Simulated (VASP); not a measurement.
Set up this calculation in VASP 6.6.1, as the native input.

```
Task                   : single point
Functional             : PBE
Potentials or basis    : VASP PAW PBE potentials, release 64 (Ta_sv_GW, N)
Cutoff                 : 700 eV
k mesh                 : 18 × 18 × 8
Occupations            : gaussian, width 0.15 eV
Spin                   : no spin polarisation
Dipole correction      : no
Further INCAR settings : ALGO = Normal; EDIFF = 1e-06; NBANDS = 26
```

The structure of TaN lies in POSCAR:

```
TaN
1.0
    3.1093193448      0.0000000000      0.0000000000
   -1.5546596724      2.6927495410      0.0000000000
    0.0000000000      0.0000000000      6.0201001124
Ta N
2 2
Direct
    0.3333333333      0.6666666667      0.0304880884
    0.6666666667      0.3333333333      0.5304880884
    0.3333333333      0.6666666667      0.3545119116
    0.6666666667      0.3333333333      0.8545119116
```

The input as run:

INCAR

```
SYSTEM = TaN
PREC = Accurate
ENCUT = 700
EDIFF = 1E-6
ISMEAR = 0
SIGMA = 0.15
LREAL = .False.
LASPH = .True.
NELM = 120
ALGO = Normal
ISIF = 2
LWAVE = .False.
LCHARG = .False.
GGA = PE
NBANDS = 26
GGA_COMPAT = .False.
```

KPOINTS

```
regular mesh
0
Gamma
  18 18 8
  0 0 0
```

Potentials or basis: VASP PAW PBE potentials, release 64 (Ta_sv_GW, N).

Command:

```sh
$ cat potpaw_PBE.64/Ta_sv_GW/POTCAR potpaw_PBE.64/N/POTCAR > POTCAR
$ mpirun -np 1 vasp_std > vasp.out
```

It gave:

- Pressure: 11.6 GPa
- Largest force: 0.070 eV/Å
- Band gap on the k mesh: zero (bands 18 and 19 overlap by 0.46 eV)

Caveat: the cell stands under pressure; spin-orbit coupling is left out, which moves the levels of the heavy elements.

Wall time 7 min on 1 thread of AMD EPYC 7R13 Processor (Zen 3), with other jobs on the host, peak memory 0.43 GiB.
